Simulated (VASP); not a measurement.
# BN (zinc blende) (F-43m) in VASP: notebook

Runs on BN (zinc blende). Level: PBEsol. Tasks: single point.

Everything below comes from runs of VASP 6.6.1. Logs are shortened: lines on timing, memory, paths and dates and some standing lists are left out, and cuts for length are marked.

### Step 1. The cell of the first run

Symmetry: F-43m, No. 216, cubic system. Conventional cell: a = 3.485 Å, b = 3.485 Å, c = 3.485 Å, α = 90.00°, β = 90.00°, γ = 90.00°. B (site symmetry -43m) has 4 N at 1.51 Å within 2.0 Å. Within 2.0 Å of N (site symmetry -43m) lie 4 B at 1.51 Å.

### Step 2. Single point, PBEsol (volume scaled by 0.896)

INCAR reads:

```
PREC     = Accurate       # precision mode
ENCUT    = 600            # plane-wave cutoff, eV
EDIFF    = 1E-6           # SCF threshold, eV
ISMEAR   = 0              # smearing method
SIGMA    = 0.01           # smearing width, eV
LREAL    = False          # projectors in reciprocal space
LASPH    = True           # aspherical terms in the spheres
NELM     = 120            # most SCF steps
ALGO     = Normal         # electronic algorithm
ISIF     = 2              # what is computed and relaxed
LWAVE    = False          # write WAVECAR
LCHARG   = False          # write CHGCAR
GGA      = PS             # functional
NBANDS   = 11             # bands
GGA_COMPAT= False
```

KPOINTS reads:

```
regular mesh
0
Gamma
  10 10 10
```

POSCAR reads:

```
BN
1.0
    0.0000000000      1.7426292627      1.7426292627
    1.7426292627      0.0000000000      1.7426292627
    1.7426292627      1.7426292627      0.0000000000
B N
1 1
Direct
    0.0000000000      0.0000000000      0.0000000000
    0.2500000000      0.2500000000      0.2500000000
```

Potentials or basis: VASP PAW PBE potentials, release 64 (B, N).

On the command line:

```
$ cat potpaw_PBE.64/B/POTCAR potpaw_PBE.64/N/POTCAR > POTCAR
$ mpirun -np 1 vasp_std > vasp.out
```

OUTCAR:

```text
PREC = Accurate
   ENCUT = 600
   EDIFF = 1E-6
   ISMEAR = 0
   LREAL = False
   LASPH = True
   NELM = 120
   ISIF = 2
   GGA = PS

 ion  position               nearest neighbor table
   1  0.000  0.000  0.000-   2 1.51   2 1.51   2 1.51   2 1.51
   2  0.250  0.250  0.250-   1 1.51   1 1.51   1 1.51   1 1.51

  LATTYP: Found a face centered cubic cell.
 ALAT       =     3.4852585254

  Lattice vectors:

 A1 = (   0.0000000000,   1.7426292627,   1.7426292627)
 A2 = (   1.7426292627,   0.0000000000,   1.7426292627)
 A3 = (   1.7426292627,   1.7426292627,   0.0000000000)

Analysis of symmetry for initial positions (statically):
=====================================================================
 Subroutine PRICEL returns:
 Original cell was already a primitive cell.

 Routine SETGRP: Setting up the symmetry group for a
 face centered cubic supercell.

 Subroutine GETGRP returns: Found 24 space group operations
 (whereof 24 operations were pure point group operations)
 out of a pool of 48 trial point group operations.

The static configuration has the point symmetry T_d .

Analysis of symmetry for dynamics (positions and initial velocities):
=====================================================================
 Subroutine PRICEL returns:
 Original cell was already a primitive cell.

 Routine SETGRP: Setting up the symmetry group for a
 face centered cubic supercell.

 Subroutine GETGRP returns: Found 24 space group operations
 (whereof 24 operations were pure point group operations)
 out of a pool of 48 trial point group operations.

The dynamic configuration has the point symmetry T_d .

 Subroutine INISYM returns: Found 24 space group operations
 (whereof 24 operations are pure point group operations),
 and found     1 'primitive' translations

----------------------------------------------------------------------------------------

                                     Primitive cell

  volume of cell :      10.5839

  direct lattice vectors                    reciprocal lattice vectors
     0.000000000  1.742629263  1.742629263    -0.286922761  0.286922761  0.286922761
     1.742629263  0.000000000  1.742629263     0.286922761 -0.286922761  0.286922761
     1.742629263  1.742629263  0.000000000     0.286922761  0.286922761 -0.286922761

  length of vectors
     2.464449937  2.464449937  2.464449937     0.496964800  0.496964800  0.496964800

  position of ions in fractional coordinates (direct lattice)
     0.000000000  0.000000000  0.000000000
[... 85 lines left out ...]
   ISYM   =      2    0-nonsym 1-usesym 2-fastsym
   POTIM  = 0.5000    time-step for ionic-motion
   TEBEG  =    0.0;   TEEND  =   0.0 temperature during run
   PSTRESS=    0.0 pullay stress
   NELECT =       8.0000    total number of electrons
   NUPDOWN=      -1.0000    fix difference up-down
   EMIN   =  10.00;   EMAX   =-10.00  energy-range for DOS
   EFERMI =   0.00;   METHOD = LEGACY
   ISMEAR =     0;   SIGMA  =   0.01  broadening in eV -4-tet -1-fermi 0-gaus
   EFERMI_NEDOS =   21; number of points for ismear=-14 and -15
   IALGO  =     38    algorithm
   IMIX   =      4    mixing-type and parameters
     AMIX     =   0.40;   BMIX     =  1.00
     AMIX_MAG =   1.60;   BMIX_MAG =  1.00
  volume/ion in A,a.u.               =       5.29        35.71
  Fermi-wavevector in a.u.,A,eV,Ry     =   1.491271  2.818093 30.257838  2.223888
  Thomas-Fermi vector in A             =   2.603947
   LORBIT       =      0    0 simple, 1 ext, 2 COOP (PROOUT), +10 PAW based schemes
   GGA     = PS    functional components
   LHFCALC =     F    Hartree Fock is set to
   AEXX    =    0.0000 exact exchange contribution
   IVDW    =     0    specifies the selected vdW correction
   LEPSILON=     F    determine dielectric tensor
   LRPA    =     F    only Hartree local field effects (RPA)
 non-spin polarized calculation
 Gauss-broadening in eV      SIGMA  =   0.01
  energy-cutoff  :      600.00
  volume of cell :       10.58
 maximum number of plane-waves:       364
   NGX =  9   NGY =  9   NGZ =  9

 number of electron       8.0000001 magnetization

 Free energy of the ion-electron system (eV)
  ---------------------------------------------------
  ext. energy  EPLUGINS =         0.00000000
  ---------------------------------------------------
  free energy    TOTEN  =       -18.18812366 eV

  energy without entropy =      -18.18812366  energy(sigma->0) =      -18.18812366

 E-fermi :   8.9061     XC(G=0): -13.5598

 val. band max:        8.7754675779   @ k =   0.0000   0.0000   0.0000
 cond. band min:      13.1594768796   @ k =   0.5000   0.5000   0.0000
 fundamental gap:      4.3840093017
 Fermi energy:         8.9060650588

 k-point     1 :       0.0000    0.0000    0.0000
  band No.  band energies     occupation
      1     -12.7834      2.00000
      2       8.7755      2.00000
      3       8.7755      2.00000
      4       8.7755      2.00000
      5      18.0521      0.00000
      6      18.0521      0.00000
      7      18.0521      0.00000
      8      20.8717      0.00000
      9      35.3950      0.00000
     10      37.8469      0.00000
     11      37.8469      0.00000
[... 309 lines left out ...]
 k-point    24 :       0.4000    0.3000    0.0000
  band No.  band energies     occupation
      1      -8.5845      2.00000
      2       1.5253      2.00000
      3       3.7266      2.00000
      4       4.1880      2.00000
      5      15.0269      0.00000
      6      19.9447      0.00000
      7      25.6675      0.00000
      8      25.6892      0.00000
      9      30.0986      0.00000
     10      38.1574      0.00000
     11      42.2982      0.00000

 [... further k-points ...]

------------------------ aborting loop because EDIFF is reached ----------------------------------------

  FORCE on cell =-STRESS in cart. coord.  units (eV):
  Direction    XX          YY          ZZ          XY          YZ          ZX
  --------------------------------------------------------------------------------------
  -------------------------------------------------------------------------------------
  Total        3.1719076      3.1719076      3.1719076      0.0000000      0.0000000      0.0000000
  in kB      480.1601385    480.1601385    480.1601385      0.0000000      0.0000000      0.0000000
  external PRESSURE =     480.1601385 kB  Pullay stress =       0.0000000 kB

 VOLUME and BASIS-vectors are now :
 -----------------------------------------------------------------------------
  energy-cutoff  :      600.00
  volume of cell :       10.58
      direct lattice vectors                 reciprocal lattice vectors
     0.000000000  1.742629263  1.742629263    -0.286922761  0.286922761  0.286922761
     1.742629263  0.000000000  1.742629263     0.286922761 -0.286922761  0.286922761
     1.742629263  1.742629263  0.000000000     0.286922761  0.286922761 -0.286922761

 POSITION                                       TOTAL-FORCE (eV/Angst)
 -----------------------------------------------------------------------------------
      0.00000      0.00000      0.00000         0.000000      0.000000      0.000000
      0.87131      0.87131      0.87131        -0.000000     -0.000000     -0.000000
 -----------------------------------------------------------------------------------
    total drift:                                0.000000      0.000000      0.000000

  FREE ENERGIE OF THE ION-ELECTRON SYSTEM (eV)
  ---------------------------------------------------
  free  energy   TOTEN  =       -18.1881236606 eV

  energy  without entropy=      -18.1881236606  energy(sigma->0) =      -18.18812366
```

OSZICAR:

```text
N       E                     dE             d eps       ncg     rms          rms(c)
DAV:   1     0.168559870556E+02    0.16856E+02   -0.56370E+03  1058   0.829E+02
DAV:   2    -0.186825638766E+02   -0.35539E+02   -0.34166E+02  1231   0.203E+02
DAV:   3    -0.193265802399E+02   -0.64402E+00   -0.64308E+00  1259   0.226E+01
DAV:   4    -0.193272768537E+02   -0.69661E-03   -0.69660E-03  1106   0.836E-01
DAV:   5    -0.193272773695E+02   -0.51577E-06   -0.51574E-06  1229   0.229E-02    0.723E+00
DAV:   6    -0.183345058475E+02    0.99277E+00   -0.25961E+00  1103   0.103E+01    0.365E+00
DAV:   7    -0.182109559342E+02    0.12355E+00   -0.16088E-01  1194   0.314E+00    0.201E+00
DAV:   8    -0.181880781097E+02    0.22878E-01   -0.37741E-02  1184   0.138E+00    0.244E-01
DAV:   9    -0.181881080896E+02   -0.29980E-04   -0.73847E-04  1115   0.259E-01    0.904E-02
DAV:  10    -0.181881221615E+02   -0.14072E-04   -0.55459E-05  1154   0.698E-02    0.146E-02
DAV:  11    -0.181881236367E+02   -0.14752E-05   -0.30602E-06  1188   0.141E-02    0.847E-03
DAV:  12    -0.181881236606E+02   -0.23860E-07   -0.73915E-07   553   0.635E-03
   1 F= -.18188124E+02 E0= -.18188124E+02  d E =-.143206E-78
```

stdout:

```text
POSCAR found type information on POSCAR B N
 POSCAR found :  2 types and       2 ions
 scaLAPACK will be used
 -----------------------------------------------------------------------------
|                                                                             |
|                                                                             |
|     You enforced a specific xc type in the INCAR file but a different       |
|     I HOPE YOU KNOW WHAT YOU ARE DOING!                                     |
|                                                                             |
 -----------------------------------------------------------------------------

 LDA part: xc-table for (Slater+PW92), standard interpolation
 POSCAR, INCAR and KPOINTS ok, starting setup
 FFT: planning ... GRIDC
 FFT: planning ... GRID_SOFT
 FFT: planning ... GRID
 WAVECAR not read
 entering main loop
```

Wall time 4.2 s (1 thread of Intel Xeon 6975P-C, shared host); peak memory 0.12 GiB.

What came out:

```
Free energy            : -18.1881 eV
Pressure               : 48.0 GPa
Band gap on the k mesh : 4.38 eV, indirect (least direct gap 9.28 eV)
```

Levels at points of the mesh, in eV from the valence-band top:
```
           k point  band 1  band 2  band 3  band 4  band 5  band 6  band 7  band 8
(0.00, 0.00, 0.00)  -21.56    0.00    0.00    0.00    9.28    9.28    9.28   12.10
(0.50, 0.00, 0.00)  -16.75  -11.83   -2.17   -2.17   11.21   11.21   11.56   16.18
(0.50, 0.50, 0.00)  -15.22   -9.72   -5.51   -5.51    4.38    9.69   19.61   19.61
```

Caveat: the PAW data sets were made with another functional, which shifts forces and pressure a little.

### Step 3. Single point, PBEsol (volume scaled by 0.86)

INCAR reads:

```
PREC = Accurate
ENCUT = 600
EDIFF = 1E-6
ISMEAR = 0
SIGMA = 0.01
LREAL = False
LASPH = True
NELM = 120
ALGO = Normal
ISIF = 2
LWAVE = False
LCHARG = False
GGA = PS
NBANDS = 11
GGA_COMPAT = False
```

KPOINTS reads:

```
Automatic mesh
0
Gamma
  10 10 10
```

POSCAR reads:

```
BN
1.0
    0.0000000000      1.7189707353      1.7189707353
    1.7189707353      0.0000000000      1.7189707353
    1.7189707353      1.7189707353      0.0000000000
B N
1 1
Direct
    0.0000000000      0.0000000000      0.0000000000
    0.2500000000      0.2500000000      0.2500000000
```

Potentials or basis: VASP PAW PBE potentials, release 64 (B, N).

On the command line:

```
$ cat potpaw_PBE.64/B/POTCAR potpaw_PBE.64/N/POTCAR > POTCAR
$ mpirun -np 1 vasp_std > vasp.out
```

Wall time 4.3 s (1 thread of Intel Xeon 6975P-C, shared host); peak memory 0.12 GiB.

The run converged. Its results:

- Free energy: -18.0276 eV
- Pressure: 72.3 GPa
- Band gap on the k mesh: 4.42 eV, indirect (least direct gap 9.47 eV)

Levels at points of the mesh, in eV from the valence-band top:
| k point | band 1 | band 2 | band 3 | band 4 | band 5 | band 6 | band 7 | band 8 |
| --- | --- | --- | --- | --- | --- | --- | --- | --- |
| (0.00, 0.00, 0.00) | -22.08 | 0.00 | 0.00 | 0.00 | 9.47 | 9.47 | 9.47 | 12.81 |
| (0.50, 0.00, 0.00) | -17.06 | -12.25 | -2.25 | -2.25 | 11.44 | 11.44 | 12.14 | 16.60 |
| (0.50, 0.50, 0.00) | -15.47 | -10.02 | -5.74 | -5.74 | 4.42 | 9.92 | 20.30 | 20.30 |

Caveat: the PAW data sets were made with another functional, which shifts forces and pressure a little.

### Step 4. Single point, PBEsol (volume scaled by 1.03)

INCAR reads:

```
SYSTEM = BN
PREC = Accurate
ENCUT = 600
EDIFF = 1E-6
ISMEAR = 0
SIGMA = 0.01
LREAL = .False.
LASPH = .True.
NELM = 120
ALGO = Normal
ISIF = 2
LWAVE = .False.
LCHARG = .False.
GGA = PS
NBANDS = 11
GGA_COMPAT = .False.
```

KPOINTS reads:

```
Automatic mesh
0
Gamma
  10 10 10
  0 0 0
```

POSCAR reads:

```
BN
1.0
    0.0000000000      1.8254981937      1.8254981937
    1.8254981937      0.0000000000      1.8254981937
    1.8254981937      1.8254981937      0.0000000000
B N
1 1
Direct
    0.0000000000      0.0000000000      0.0000000000
    0.2500000000      0.2500000000      0.2500000000
```

On the command line:

```
$ cat potpaw_PBE.64/B/POTCAR potpaw_PBE.64/N/POTCAR > POTCAR
$ mpirun -np 1 vasp_std > vasp.out
```

Wall time 4.7 s (1 thread of Intel Xeon 6975P-C, shared host); peak memory 0.13 GiB.

Results (log left out):

- Free energy: -18.3335 eV
- Pressure: -13.3 GPa
- Band gap on the k mesh: 4.25 eV, indirect (least direct gap 8.62 eV)

Levels at points of the mesh, in eV from the valence-band top:
```csv
k point,band 1,band 2,band 3,band 4,band 5,band 6,band 7,band 8,band 9
"(0.00, 0.00, 0.00)",-19.92,0.00,0.00,0.00,8.62,8.62,8.62,9.79,23.96
"(0.50, 0.00, 0.00)",-15.79,-10.51,-1.89,-1.89,9.71,10.46,10.46,14.78,22.76
"(0.50, 0.50, 0.00)",-14.45,-8.77,-4.79,-4.79,4.25,8.93,17.43,17.43,20.12
```

Caveat: the PAW data sets were made with another functional, which shifts forces and pressure a little.

### Step 5. Summary

```tsv
cell	gap on the mesh (eV)	pressure (GPa)
a = 2.464 Å, angles 60.0°, 2 atoms	4.38	48.0
a = 2.431 Å, angles 60.0°, 2 atoms	4.42	72.3
a = 2.582 Å, angles 60.0°, 2 atoms	4.25	-13.3
```

Alike in all rows: task single point; level PBEsol; potentials or basis VASP PAW PBE potentials, release 64 (B, N); no spin polarisation; k mesh 10 × 10 × 10; cutoff (eV) 600; smearing gaussian 0.01 eV.

Caveats: the PAW data sets were made with another functional, which shifts forces and pressure a little.

Total energies depend on the potentials used, so only differences within one code and one set of settings carry meaning.
